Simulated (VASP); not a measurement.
**TiN (Osbornite): single point with LDA**

TiN (Osbornite):

```xyz
2
Lattice="0.0000 2.1190 2.1190 2.1190 0.0000 2.1190 2.1190 2.1190 0.0000" Properties=species:S:1:pos:R:3 pbc="T T T"
Ti    0.0000    0.0000    0.0000
N     2.1190    2.1190    2.1190
```

```json
{
 "Program": "VASP 6.6.1",
 "Task": "single point",
 "Functional": "LDA",
 "Potentials or basis": "VASP PAW LDA potentials, release 64 (Ti_sv, N)",
 "Cutoff": "520 eV",
 "k mesh": "7 × 7 × 7",
 "Occupations": "fermi-dirac, width 0.1 eV",
 "Spin": "no spin polarisation"
}
```

The pressure is -12.6 GPa.

Levels at points of the mesh, in eV from the Fermi level:
```tsv
k point	band 6	band 7	band 8	band 9	band 10	band 11	band 12	band 13
(0.00, 0.00, 0.00)	-2.02	-2.02	-2.02	-0.66	-0.66	-0.66	0.55	0.55
```

It took 15 s on 1 thread of AMD EPYC 7R13 (shared host), peak memory 0.1 GiB.

Caveat: the k points lie up to 0.37 Å⁻¹ apart.
